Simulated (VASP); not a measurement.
# Mg (P6/mmm) in VASP: notebook

Runs on Mg. Level: PBEsol. Tasks: single point.

All numbers are computed with VASP 6.6.1; they aren't measurements. Logs are shortened: lines on timing, memory, paths and dates and some standing lists are left out, and cuts for length are marked.

**1. The cell of the first run**

The structure is hexagonal, space group P6/mmm (No. 191). Conventional cell: a = 3.050 Å, b = 3.050 Å, c = 3.045 Å, α = 90.00°, β = 90.00°, γ = 120.00°. Within 4.0 Å of Mg (site symmetry 6/mmm) lie 8 Mg at 3.04 to 3.05 Å.

**2. Single point, PBEsol**

Input file INCAR:

```
PREC = Accurate
ENCUT = 520
EDIFF = 1E-7
ISMEAR = -1
SIGMA = 0.15
LREAL = False
LASPH = True
NELM = 80
ALGO = Normal
ISIF = 2
LWAVE = False
LCHARG = False
GGA = PS
NBANDS = 7
```

Input file KPOINTS:

```
regular mesh
0
Gamma
  11 11 9
```

Input file POSCAR:

```
Mg
1.0
    3.0503000000      0.0000000000      0.0000000000
   -1.5251500000      2.6416370000      0.0000000000
    0.0000000000      0.0000000000      3.0448380000
Mg
1
Direct
    0.0000000000      0.0000000000      0.0000000000
```

Potentials or basis: VASP PAW PBE potentials, release 64 (Mg).

Command:

```sh
> cat potpaw_PBE.64/Mg/POTCAR > POTCAR
> mpirun -np 1 vasp_std > vasp.out
```

OUTCAR:

```text
PREC = Accurate
   ENCUT = 520
   EDIFF = 1E-7
   ISMEAR = -1
   LREAL = False
   LASPH = True
   NELM = 80
   ISIF = 2
   GGA = PS

 ion  position               nearest neighbor table
   1  0.000  0.000  0.000-

  LATTYP: Found a hexagonal cell.
 ALAT       =     3.0503000000
 C/A-ratio  =     0.9982093565

  Lattice vectors:

 A1 = (   3.0503000000,   0.0000000000,   0.0000000000)
 A2 = (  -1.5251500000,   2.6416370000,   0.0000000000)
 A3 = (   0.0000000000,   0.0000000000,   3.0448380000)

Analysis of symmetry for initial positions (statically):
=====================================================================
 Subroutine PRICEL returns:
 Original cell was already a primitive cell.

 Routine SETGRP: Setting up the symmetry group for a
 hexagonal supercell.

 Subroutine GETGRP returns: Found 24 space group operations
 (whereof 24 operations were pure point group operations)
 out of a pool of 24 trial point group operations.

The static configuration has the point symmetry D_6h.

Analysis of symmetry for dynamics (positions and initial velocities):
=====================================================================
 Subroutine PRICEL returns:
 Original cell was already a primitive cell.

 Routine SETGRP: Setting up the symmetry group for a
 hexagonal supercell.

 Subroutine GETGRP returns: Found 24 space group operations
 (whereof 24 operations were pure point group operations)
 out of a pool of 24 trial point group operations.

The dynamic configuration has the point symmetry D_6h.

 Subroutine INISYM returns: Found 24 space group operations
 (whereof 24 operations are pure point group operations),
 and found     1 'primitive' translations

----------------------------------------------------------------------------------------

                                     Primitive cell

  volume of cell :      24.5347

  direct lattice vectors                    reciprocal lattice vectors
     3.050300000  0.000000000  0.000000000     0.327836606  0.189276574  0.000000000
    -1.525150000  2.641637000  0.000000000     0.000000000  0.378553147  0.000000000
     0.000000000  0.000000000  3.044838000     0.000000000  0.000000000  0.328424698

  length of vectors
     3.050300000  3.050299750  3.044838000     0.378553116  0.378553147  0.328424698

  position of ions in fractional coordinates (direct lattice)
     0.000000000  0.000000000  0.000000000

  ion indices of the primitive-cell ions
   primitive index   ion index
                 1           1

----------------------------------------------------------------------------------------

 KPOINTS: regular mesh

Automatic generation of k-mesh.
 Grid dimensions read from file:
 generate k-points for:   11   11    9

 Generating k-lattice:

  Cartesian coordinates                     Fractional coordinates (reciprocal lattice)
     0.029803328  0.017206961  0.000000000     0.090909091  0.000000000  0.000000000
     0.000000000  0.034413922  0.000000000     0.000000000  0.090909091  0.000000000
     0.000000000  0.000000000  0.036491633     0.000000000  0.000000000  0.111111111

  Length of vectors
     0.034413920  0.034413922  0.036491633

  Shift w.r.t. Gamma in fractional coordinates (k-lattice)
     0.000000000  0.000000000  0.000000000

 Subroutine IBZKPT returns following result:
 ===========================================

 Found     80 irreducible k-points:

 Following reciprocal coordinates:
            Coordinates               Weight
  0.000000  0.000000  0.000000      1.000000
  0.090909 -0.000000  0.000000      6.000000
  0.181818  0.000000  0.000000      6.000000
  0.272727  0.000000  0.000000      6.000000
  0.363636 -0.000000  0.000000      6.000000
  0.454545 -0.000000  0.000000      6.000000
[... 16 lines left out ...]
  0.090909  0.090909  0.111111     12.000000
  0.181818  0.090909  0.111111     24.000000
 [... further k-points ...]
   k-points           NKPTS =     80   k-points in BZ     NKDIM =     80   number of bands    NBANDS=      7
   number of dos      NEDOS =    301   number of ions     NIONS =      1
   total plane-waves  NPLWV =  13824
   dimension x,y,z NGX =    24 NGY =   24 NGZ =   24
   dimension x,y,z NGXF=    48 NGYF=   48 NGZF=   48
   ions per type =               1
   NGX,Y,Z   is equivalent  to a cutoff of  13.08, 13.08, 13.10 a.u.
   NGXF,Y,Z  is equivalent  to a cutoff of  26.16, 26.16, 26.21 a.u.
 SYSTEM =  unknown system
   PREC   = accura    normal or accurate (medium, high low for compatibility)
   ISTART =      0    job   : 0-new  1-cont  2-samecut
   ICHARG =      2    charge: 1-file 2-atom 10-const
   ISPIN  =      1    spin polarized calculation?
   LNONCOLLINEAR =      F non collinear calculations
   LSORBIT =      F    spin-orbit coupling
   LASPH  =      T    aspherical Exc in radial PAW
   ENCUT  =  520.0 eV  38.22 Ry    6.18 a.u.   5.67  5.67  5.66*2*pi/ulx,y,z
   NELM   =     80;   NELMIN=  2; NELMDL= -5     # of ELM steps
   EDIFF  = 0.1E-06   stopping-criterion for ELM
   LREAL  =      F    real-space projection
   EDIFFG = 0.1E-05   stopping-criterion for IOM
   NSW    =      0    number of steps for IOM
   IBRION =     -1    ionic relax: 0-MD 1-quasi-New 2-CG
   NFREE  =      0    steps in history (QN), initial steepest desc. (CG)
   ISIF   =      2    stress and relaxation
   ISYM   =      2    0-nonsym 1-usesym 2-fastsym
   POTIM  = 0.5000    time-step for ionic-motion
   TEBEG  =    0.0;   TEEND  =   0.0 temperature during run
   PSTRESS=    0.0 pullay stress
   NELECT =       2.0000    total number of electrons
   NUPDOWN=      -1.0000    fix difference up-down
   EMIN   =  10.00;   EMAX   =-10.00  energy-range for DOS
   EFERMI =   0.00;   METHOD = LEGACY
   ISMEAR =    -1;   SIGMA  =   0.15  broadening in eV -4-tet -1-fermi 0-gaus
   EFERMI_NEDOS =   21; number of points for ismear=-14 and -15
   IALGO  =     38    algorithm
   IMIX   =      4    mixing-type and parameters
     AMIX     =   0.40;   BMIX     =  1.00
     AMIX_MAG =   1.60;   BMIX_MAG =  1.00
  volume/ion in A,a.u.               =      24.53       165.57
  Fermi-wavevector in a.u.,A,eV,Ry     =   0.709836  1.341396  6.855534  0.503868
  Thomas-Fermi vector in A             =   1.796524
   LORBIT       =      0    0 simple, 1 ext, 2 COOP (PROOUT), +10 PAW based schemes
   GGA     = PS    functional components
   LHFCALC =     F    Hartree Fock is set to
   AEXX    =    0.0000 exact exchange contribution
   IVDW    =     0    specifies the selected vdW correction
   LEPSILON=     F    determine dielectric tensor
   LRPA    =     F    only Hartree local field effects (RPA)
 non-spin polarized calculation
  energy-cutoff  :      520.00
  volume of cell :       24.53
 maximum number of plane-waves:       672
 NGX is ok and might be reduce to    24
   NGX = 11   NGY = 11   NGZ = 11

 number of electron       2.0000000 magnetization

 Free energy of the ion-electron system (eV)
  ---------------------------------------------------
  ext. energy  EPLUGINS =         0.00000000
  ---------------------------------------------------
  free energy    TOTEN  =        -1.49895210 eV

  energy without entropy =       -1.46194801  energy(sigma->0) =       -1.48045005

 E-fermi :   2.2248     XC(G=0):  -8.3094

 val. band max:        2.1834070756   @ k =   0.3636   0.2727   0.0000
 cond. band min:       2.2499412957   @ k =   0.3636   0.0909   0.4444
 fundamental gap:      0.0665342201
 Fermi energy:         2.2247733515

 k-point     1 :       0.0000    0.0000    0.0000
  band No.  band energies     occupation
      1      -4.4178      2.00000
      2      10.2202      0.00000
      3      10.9587      0.00000
      4      14.7753      0.00000
      5      14.7753      0.00000
      6      15.8710      0.00000
      7      15.8710      0.00000

 k-point     2 :       0.0909   -0.0000    0.0000
  band No.  band energies     occupation
      1      -4.2392      2.00000
      2      10.1714      0.00000
      3      11.1070      0.00000
      4      12.5359      0.00000
      5      13.7486      0.00000
      6      15.6355      0.00000
      7      17.2010      0.00000

 k-point     3 :       0.1818    0.0000    0.0000
  band No.  band energies     occupation
      1      -3.7055      2.00000
      2       8.9596      0.00000
      3      10.9558      0.00000
      4      11.5524      0.00000
      5      12.6090      0.00000
      6      14.9829      0.00000
      7      19.2442      0.00000

 k-point     4 :       0.2727    0.0000    0.0000
  band No.  band energies     occupation
      1      -2.8226      2.00000
      2       6.4292      0.00000
      3      10.7917      0.00000
      4      11.7398      0.00000
      5      12.2960      0.00000
      6      14.8735      0.00000
      7      20.5763      0.00000

 k-point     5 :       0.3636   -0.0000    0.0000
  band No.  band energies     occupation
      1      -1.6008      2.00000
      2       4.0039      0.00001
      3      10.6271      0.00000
      4      11.1591      0.00000
      5      13.3359      0.00000
      6      15.5061      0.00000
      7      18.3797      0.00000
[... 161 lines left out ...]
 k-point    22 :       0.4545   -0.0000    0.1111
  band No.  band energies     occupation
      1       0.1276      2.00000
      2       2.0433      1.54060
      3      10.2643      0.00000
      4      11.0360      0.00000
      5      12.5465      0.00000
      6      14.8474      0.00000
      7      19.2094      0.00000

 k-point    23 :       0.0909    0.0909    0.1111
  band No.  band energies     occupation
      1      -3.6846      2.00000
      2       7.9947      0.00000
      3      10.8090      0.00000
      4      11.6108      0.00000
      5      14.4946      0.00000
      6      16.7415      0.00000
      7      17.4720      0.00000

 k-point    24 :       0.1818    0.0909    0.1111
  band No.  band energies     occupation
      1      -2.9776      2.00000
      2       7.7563      0.00000
      3       8.8428      0.00000
      4      10.5882      0.00000
      5      14.6260      0.00000
      6      16.7393      0.00000
      7      19.0192      0.00000

 [... further k-points ...]
[... 5 lines left out ...]
  --------------------------------------------------------------------------------------
  -------------------------------------------------------------------------------------
  Total        0.1367049      0.1367048      0.0361921      0.0000000      0.0000000      0.0000000
  in kB        8.9271871      8.9271851      2.3634397      0.0000000      0.0000000      0.0000000
  external PRESSURE =       6.7392706 kB  Pullay stress =       0.0000000 kB

 VOLUME and BASIS-vectors are now :
 -----------------------------------------------------------------------------
  energy-cutoff  :      520.00
  volume of cell :       24.53
      direct lattice vectors                 reciprocal lattice vectors
     3.050300000  0.000000000  0.000000000     0.327836606  0.189276574  0.000000000
    -1.525150000  2.641637000  0.000000000     0.000000000  0.378553147  0.000000000
     0.000000000  0.000000000  3.044838000     0.000000000  0.000000000  0.328424698

 POSITION                                       TOTAL-FORCE (eV/Angst)
 -----------------------------------------------------------------------------------
      0.00000      0.00000      0.00000        -0.000000      0.000000      0.000000
 -----------------------------------------------------------------------------------
    total drift:                               -0.000000      0.000000      0.000000

  FREE ENERGIE OF THE ION-ELECTRON SYSTEM (eV)
  ---------------------------------------------------
  free  energy   TOTEN  =        -1.4989521008 eV

  energy  without entropy=       -1.4619480073  energy(sigma->0) =       -1.48045005
```

Run time: 3.2 s. Hardware: 1 thread of Intel Xeon 6975P-C (Granite Rapids), shared host; peak memory 0.14 GiB.

Results:

```yaml
Free_energy: -1.4990 eV
Pressure: 0.7 GPa
Band_gap_on_the_k_mesh: zero (band 1 reaches 4.46 eV, above the bottom of band 2 at 0.53 eV)
```

Caveat: the PAW data sets were made with another functional, which shifts forces and pressure a little.

**3. Single point, PBEsol**

This run uses another cell than the first one, of 25.27 Å³/atom, 1.030 times its volume.

Input file INCAR:

```
SYSTEM = Mg
PREC = Accurate ; ENCUT = 520
EDIFF = 1E-7 ; ISMEAR = -1
SIGMA = 0.15 ; LREAL = .False.
LASPH = .True. ; NELM = 80
ALGO = Normal ; ISIF = 2
LWAVE = .False. ; LCHARG = .False.
GGA = PS ; NBANDS = 7
```

Input file KPOINTS:

```
Automatic mesh
0
Gamma
  11 11 9
  0 0 0
```

Input file POSCAR:

```
Mg
1.0
    3.0805029543      0.0000000000      0.0000000000
   -1.5402514772      2.6677935229      0.0000000000
    0.0000000000      0.0000000000      3.0749868716
Mg
1
Direct
    0.0000000000      0.0000000000      0.0000000000
```

Potentials or basis: VASP PAW PBE potentials, release 64 (Mg).

Command:

```sh
> cat potpaw_PBE.64/Mg/POTCAR > POTCAR
> mpirun -np 1 vasp_std > vasp.out
```

Run time: 3.9 s. Hardware: 1 thread of Intel Xeon 6975P-C (Granite Rapids), shared host; peak memory 0.14 GiB.

The run converged. Its results:

| Quantity | Value |
| --- | --- |
| Free energy | -1.5000 eV |
| Pressure | -0.2 GPa |
| Band gap on the k mesh | zero (band 1 reaches 4.28 eV, above the bottom of band 2 at 0.42 eV) |

Stress tensor (GPa, compression positive):
```
-0.11  0.00  0.00
 0.00 -0.11  0.00
 0.00  0.00 -0.40
```

Levels at points of the mesh, in eV from the Fermi level:
```
           k point  band 1  band 2  band 3  band 4
(0.00, 0.00, 0.00)   -6.52    7.90    8.55   12.37
```

Caveat: the PAW data sets were made with another functional, which shifts forces and pressure a little.

(Continued in part 2 of 2.)
